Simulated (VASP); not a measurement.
# SnSe2 (P1) in VASP: single point with PBE

Aim: the single point of SnSe2 with PBE.

All numbers are computed with VASP 6.6.1; they aren't measurements. Logs are shortened: lines on timing, memory, paths and dates and some standing lists are left out, and cuts for length are marked.

### 1 The cell of the first run

The typed cell holds 3 atoms: a = 3.811 Å, b = 3.811 Å, c = 6.137 Å, α = 90.00°, β = 90.00°, γ = 120.00°.

### 2 Single point, PBE (atom 2 (Se) moved by (-0.225, +0.000) A along x and y)

INCAR

```
SYSTEM = SnSe2
ALGO     = Normal         ! electronic algorithm
EDIFF    = 1E-6           ! SCF threshold, eV
ENCUT    = 520            ! plane-wave cutoff, eV
GGA      = PE             ! functional
ISIF     = 2              ! what is computed and relaxed
ISMEAR   = 0              ! smearing method
LASPH    = .TRUE.         ! aspherical terms in the spheres
LCHARG   = .TRUE.         ! write CHGCAR
LELF     = .TRUE.         ! ELF
LREAL    = .FALSE.        ! projectors in reciprocal space
LVHAR    = .TRUE.       
LWAVE    = .FALSE.        ! write WAVECAR
NBANDS   = 20             ! bands
NELM     = 80             ! most SCF steps
PREC     = Accurate       ! precision mode
SIGMA    = 0.05           ! smearing width, eV
```

KPOINTS

```
k-points
0
G
  12 12 6
  0 0 0
```

POSCAR

```
SnSe2
1.0
    3.8109987816      0.0000000000      0.0000000000
   -1.9054993908      3.3004217586      0.0000000000
    0.0000000000      0.0000000000      6.1370000000
Sn Se
1 2
Direct
    0.0000000000      0.0000000000      0.0000000000
    0.2742936923      0.6666666667      0.2500000000
    0.6666666667      0.3333333333      0.7500000000
```

Potentials or basis: VASP PAW PBE potentials, release 64 (Sn_d, Se).

The run is started by

```console
> cat potpaw_PBE.64/Sn_d/POTCAR potpaw_PBE.64/Se/POTCAR > POTCAR
> mpirun -np 1 vasp_std > vasp.out
```

OUTCAR:

```text
SYSTEM = SnSe2
   EDIFF = 1E-6
   ENCUT = 520
   GGA = PE
   ISIF = 2
   ISMEAR = 0
   LASPH = .TRUE.
   LREAL = .FALSE.
   NELM = 80
   PREC = Accurate

 ion  position               nearest neighbor table
   1  0.000  0.000  0.000-   2 2.53   3 2.68   3 2.68   3 2.68   2 2.69   2 2.85
   2  0.274  0.667  0.250-   1 2.53   1 2.69   1 2.85
   3  0.667  0.333  0.750-   1 2.68   1 2.68   1 2.68

  LATTYP: Found a hexagonal cell.
 ALAT       =     3.8109987816
 C/A-ratio  =     1.6103390087

  Lattice vectors:

 A1 = (   3.8109987816,   0.0000000000,   0.0000000000)
 A2 = (  -1.9054993908,   3.3004217586,   0.0000000000)
 A3 = (   0.0000000000,   0.0000000000,   6.1370000000)

Analysis of symmetry for initial positions (statically):
=====================================================================
 Subroutine PRICEL returns:
 Original cell was already a primitive cell.

 Routine SETGRP: Setting up the symmetry group for a
 hexagonal supercell.

 Subroutine GETGRP returns: Found  1 space group operations
 (whereof  1 operations were pure point group operations)
 out of a pool of 24 trial point group operations.

The static configuration has the point symmetry C_1 .

Analysis of symmetry for dynamics (positions and initial velocities):
=====================================================================
 Subroutine PRICEL returns:
 Original cell was already a primitive cell.

 Routine SETGRP: Setting up the symmetry group for a
 hexagonal supercell.

 Subroutine GETGRP returns: Found  1 space group operations
 (whereof  1 operations were pure point group operations)
 out of a pool of 24 trial point group operations.

The dynamic configuration has the point symmetry C_1 .

 Subroutine INISYM returns: Found  1 space group operations
 (whereof  1 operations are pure point group operations),
 and found     1 'primitive' translations

----------------------------------------------------------------------------------------

                                     Primitive cell

  volume of cell :      77.1906

  direct lattice vectors                    reciprocal lattice vectors
     3.810998782  0.000000000  0.000000000     0.262398405  0.151495789  0.000000000
    -1.905499391  3.300421759  0.000000000     0.000000000  0.302991579  0.000000000
     0.000000000  0.000000000  6.137000000     0.000000000  0.000000000  0.162946065

  length of vectors
     3.810998782  3.810998782  6.137000000     0.302991579  0.302991579  0.162946065

  position of ions in fractional coordinates (direct lattice)
     0.000000000  0.000000000  0.000000000
     0.274293692  0.666666667  0.250000000
     0.666666667  0.333333333  0.750000000

  ion indices of the primitive-cell ions
   primitive index   ion index
                 1           1
                 2           2
                 3           3

----------------------------------------------------------------------------------------

 KPOINTS: k-points

Automatic generation of k-mesh.
 Grid dimensions read from file:
 generate k-points for:   12   12    6

 Generating k-lattice:

  Cartesian coordinates                     Fractional coordinates (reciprocal lattice)
     0.021866534  0.012624649  0.000000000     0.083333333 -0.000000000  0.000000000
     0.000000000  0.025249298  0.000000000     0.000000000  0.083333333  0.000000000
     0.000000000  0.000000000  0.027157677     0.000000000  0.000000000  0.166666667

  Length of vectors
     0.025249298  0.025249298  0.027157677

  Shift w.r.t. Gamma in fractional coordinates (k-lattice)
     0.000000000  0.000000000  0.000000000

 Subroutine IBZKPT returns following result:
 ===========================================

 Found    436 irreducible k-points:

 Following reciprocal coordinates:
            Coordinates               Weight
  0.000000  0.000000  0.000000      1.000000
  0.083333  0.000000  0.000000      2.000000
  0.000000  0.083333  0.000000      2.000000
 -0.083333  0.083333  0.000000      2.000000
  0.166667  0.000000  0.000000      2.000000
  0.000000  0.166667  0.000000      2.000000
[... 16 lines left out ...]
  0.166667  0.083333  0.000000      2.000000
 -0.083333  0.250000  0.000000      2.000000
 [... further k-points ...]
   k-points           NKPTS =    436   k-points in BZ     NKDIM =    436   number of bands    NBANDS=     20
   number of dos      NEDOS =    301   number of ions     NIONS =      3
   total plane-waves  NPLWV =  37632
   dimension x,y,z NGX =    28 NGY =   28 NGZ =   48
   dimension x,y,z NGXF=    56 NGYF=   56 NGZF=   96
   ions per type =               1   2
   NGX,Y,Z   is equivalent  to a cutoff of  12.21, 12.21, 13.00 a.u.
   NGXF,Y,Z  is equivalent  to a cutoff of  24.43, 24.43, 26.01 a.u.
 SYSTEM =  SnSe2
   PREC   = accura    normal or accurate (medium, high low for compatibility)
   ISTART =      0    job   : 0-new  1-cont  2-samecut
   ICHARG =      2    charge: 1-file 2-atom 10-const
   ISPIN  =      1    spin polarized calculation?
   LNONCOLLINEAR =      F non collinear calculations
   LSORBIT =      F    spin-orbit coupling
   LASPH  =      T    aspherical Exc in radial PAW
   ENCUT  =  520.0 eV  38.22 Ry    6.18 a.u.   7.09  7.09 11.41*2*pi/ulx,y,z
   NELM   =     80;   NELMIN=  2; NELMDL= -5     # of ELM steps
   EDIFF  = 0.1E-05   stopping-criterion for ELM
   LREAL  =      F    real-space projection
   EDIFFG = 0.1E-04   stopping-criterion for IOM
   NSW    =      0    number of steps for IOM
   IBRION =     -1    ionic relax: 0-MD 1-quasi-New 2-CG
   NFREE  =      0    steps in history (QN), initial steepest desc. (CG)
   ISIF   =      2    stress and relaxation
   ISYM   =      2    0-nonsym 1-usesym 2-fastsym
   POTIM  = 0.5000    time-step for ionic-motion
   TEBEG  =    0.0;   TEEND  =   0.0 temperature during run
   PSTRESS=    0.0 pullay stress
   NELECT =      26.0000    total number of electrons
   NUPDOWN=      -1.0000    fix difference up-down
   EMIN   =  10.00;   EMAX   =-10.00  energy-range for DOS
   EFERMI =   0.00;   METHOD = LEGACY
   ISMEAR =     0;   SIGMA  =   0.05  broadening in eV -4-tet -1-fermi 0-gaus
   EFERMI_NEDOS =   21; number of points for ismear=-14 and -15
   IALGO  =     38    algorithm
   IMIX   =      4    mixing-type and parameters
     AMIX     =   0.40;   BMIX     =  1.00
     AMIX_MAG =   1.60;   BMIX_MAG =  1.00
  volume/ion in A,a.u.               =      25.73       173.64
  Fermi-wavevector in a.u.,A,eV,Ry     =   1.139054  2.152501 17.652812  1.297445
  Thomas-Fermi vector in A             =   2.275758
   LORBIT       =      0    0 simple, 1 ext, 2 COOP (PROOUT), +10 PAW based schemes
   GGA     = PE    functional components
   LHFCALC =     F    Hartree Fock is set to
   AEXX    =    0.0000 exact exchange contribution
   IVDW    =     0    specifies the selected vdW correction
   LEPSILON=     F    determine dielectric tensor
   LRPA    =     F    only Hartree local field effects (RPA)
 non-spin polarized calculation
 Gauss-broadening in eV      SIGMA  =   0.05
  energy-cutoff  :      520.00
  volume of cell :       77.19
 maximum number of plane-waves:      2109
   NGX = 15   NGY = 15   NGZ = 23

 number of electron      26.0000006 magnetization

 Free energy of the ion-electron system (eV)
  ---------------------------------------------------
  ext. energy  EPLUGINS =         0.00000000
  ---------------------------------------------------
  free energy    TOTEN  =       -11.65231107 eV

  energy without entropy =      -11.65231107  energy(sigma->0) =      -11.65231107

 E-fermi :   4.4849     XC(G=0):  -9.4565

 val. band max:        4.2411199310   @ k =  -0.0833   0.1667   0.0000
 cond. band min:       4.7490065953   @ k =   0.5000  -0.0000   0.5000
 fundamental gap:      0.5078866643
 Fermi energy:         4.4848657140

 k-point     1 :       0.0000    0.0000    0.0000
  band No.  band energies     occupation
      1     -17.1299      2.00000
      2     -17.1155      2.00000
      3     -17.0788      2.00000
      4     -17.0639      2.00000
      5     -17.0625      2.00000
      6      -9.8349      2.00000
[... 12 lines left out ...]
     19      12.9723      0.00000
     20      13.3506      0.00000

 k-point     2 :       0.0833    0.0000    0.0000
  band No.  band energies     occupation
      1     -17.1309      2.00000
      2     -17.1154      2.00000
      3     -17.0773      2.00000
      4     -17.0644      2.00000
      5     -17.0628      2.00000
      6      -9.7654      2.00000
[... 12 lines left out ...]
     19      12.7559      0.00000
     20      13.0967      0.00000

 k-point     3 :       0.0000    0.0833    0.0000
  band No.  band energies     occupation
      1     -17.1293      2.00000
      2     -17.1175      2.00000
      3     -17.0772      2.00000
      4     -17.0649      2.00000
      5     -17.0620      2.00000
      6      -9.7651      2.00000
[... 12 lines left out ...]
     19      12.5066      0.00000
     20      13.2442      0.00000

 k-point     4 :      -0.0833    0.0833    0.0000
  band No.  band energies     occupation
      1     -17.1336      2.00000
      2     -17.1131      2.00000
      3     -17.0779      2.00000
      4     -17.0645      2.00000
      5     -17.0618      2.00000
      6      -9.7657      2.00000
[... 12 lines left out ...]
     19      12.5103      0.00000
     20      13.3316      0.00000

 k-point     5 :       0.1667    0.0000    0.0000
  band No.  band energies     occupation
      1     -17.1374      2.00000
      2     -17.1127      2.00000
      3     -17.0733      2.00000
      4     -17.0672      2.00000
      5     -17.0603      2.00000
      6      -9.5612      2.00000
[... 12 lines left out ...]
     19      12.5753      0.00000
     20      13.2811      0.00000

 k-point     6 :       0.0000    0.1667    0.0000
  band No.  band energies     occupation
      1     -17.1346      2.00000
      2     -17.1170      2.00000
      3     -17.0741      2.00000
      4     -17.0675      2.00000
      5     -17.0579      2.00000
      6      -9.5599      2.00000
[... 12 lines left out ...]
     19      12.4286      0.00000
     20      13.2560      0.00000

 k-point     7 :      -0.1667    0.1667    0.0000
  band No.  band energies     occupation
      1     -17.1445      2.00000
      2     -17.1071      2.00000
      3     -17.0782      2.00000
      4     -17.0634      2.00000
      5     -17.0581      2.00000
      6      -9.5627      2.00000
[... 12 lines left out ...]
     19      12.2776      0.00000
     20      13.3964      0.00000
[... 277 lines left out ...]
 k-point    20 :       0.0833    0.0833    0.0000
  band No.  band energies     occupation
      1     -17.1281      2.00000
      2     -17.1207      2.00000
      3     -17.0743      2.00000
      4     -17.0653      2.00000
      5     -17.0625      2.00000
      6      -9.6276      2.00000
[... 12 lines left out ...]
     19      12.3959      0.00000
     20      13.4391      0.00000

 k-point    21 :      -0.0833    0.1667    0.0000
  band No.  band energies     occupation
      1     -17.1379      2.00000
      2     -17.1127      2.00000
      3     -17.0758      2.00000
      4     -17.0674      2.00000
      5     -17.0574      2.00000
      6      -9.6286      2.00000
[... 12 lines left out ...]
     19      12.2891      0.00000
     20      13.3094      0.00000

 k-point    22 :      -0.1667    0.0833    0.0000
  band No.  band energies     occupation
      1     -17.1392      2.00000
      2     -17.1100      2.00000
      3     -17.0765      2.00000
      4     -17.0643      2.00000
      5     -17.0611      2.00000
      6      -9.6295      2.00000
[... 12 lines left out ...]
     19      12.3654      0.00000
     20      13.4790      0.00000

 k-point    23 :       0.1667    0.0833    0.0000
  band No.  band energies     occupation
      1     -17.1383      2.00000
      2     -17.1165      2.00000
      3     -17.0723      2.00000
      4     -17.0647      2.00000
      5     -17.0591      2.00000
      6      -9.3620      2.00000
[... 12 lines left out ...]
     19      12.0561      0.00000
     20      13.5451      0.00000

 k-point    24 :      -0.0833    0.2500    0.0000
  band No.  band energies     occupation
      1     -17.1471      2.00000
      2     -17.1113      2.00000
      3     -17.0726      2.00000
      4     -17.0713      2.00000
      5     -17.0492      2.00000
      6      -9.3632      2.00000
[... 12 lines left out ...]
     19      11.7949      0.00000
     20      13.7111      0.00000

 [... further k-points ...]

------------------------ aborting loop because EDIFF is reached ----------------------------------------

  FORCE on cell =-STRESS in cart. coord.  units (eV):
  Direction    XX          YY          ZZ          XY          YZ          ZX
  --------------------------------------------------------------------------------------
  -------------------------------------------------------------------------------------
  Total        2.6195803      2.5229285      3.6037275     -0.3674495     -0.2877082      1.4513314
  in kB       54.3723265     52.3662116     74.7994057     -7.6268257     -5.9717058     30.1240113
  external PRESSURE =      60.5126479 kB  Pullay stress =       0.0000000 kB

 VOLUME and BASIS-vectors are now :
 -----------------------------------------------------------------------------
  energy-cutoff  :      520.00
  volume of cell :       77.19
      direct lattice vectors                 reciprocal lattice vectors
     3.810998782  0.000000000  0.000000000     0.262398405  0.151495789  0.000000000
    -1.905499391  3.300421759  0.000000000     0.000000000  0.302991579  0.000000000
     0.000000000  0.000000000  6.137000000     0.000000000  0.000000000  0.162946065

 POSITION                                       TOTAL-FORCE (eV/Angst)
 -----------------------------------------------------------------------------------
      0.00000      0.00000      0.00000        -0.762079      0.258765     -0.302983
     -0.22500      2.20028      1.53425         0.943905     -0.217011      1.042496
      1.90550      1.10014      4.60275        -0.181826     -0.041754     -0.739514
 -----------------------------------------------------------------------------------
    total drift:                                0.000005      0.000057     -0.000017

  FREE ENERGIE OF THE ION-ELECTRON SYSTEM (eV)
  ---------------------------------------------------
  free  energy   TOTEN  =       -11.6523110724 eV

  energy  without entropy=      -11.6523110724  energy(sigma->0) =      -11.65231107
```

Run time: 4.4 min. Hardware: 1 thread of Intel Xeon 6975P-C (Granite Rapids), shared host; peak memory 0.69 GiB.

What came out:

```yaml
Free_energy: -11.6523 eV
Pressure: 6.1 GPa
Largest_force: 1.423 eV/Å
Band_gap_on_the_k_mesh: 0.51 eV (least direct gap 1.02 eV)
```

Forces on the atoms (eV/Å):
```
Sn  -0.762  0.259 -0.303
Se   0.944 -0.217  1.042
Se  -0.182 -0.042 -0.740
```

Stress tensor (GPa, compression positive):
```
 5.44 -0.76  3.01
-0.76  5.24 -0.60
 3.01 -0.60  7.48
```

Caveat: the cell differs from its parent crystal (atom 2 (Se) moved by (-0.225, +0.000) A along x and y); the cell stands under pressure; semilocal functionals underestimate gaps, and a narrow one can read as zero; spin-orbit coupling is left out, which moves the levels of the heavy elements; forces of over 1 eV/Å act on the atoms, so gaps and moduli don't describe the material at rest.
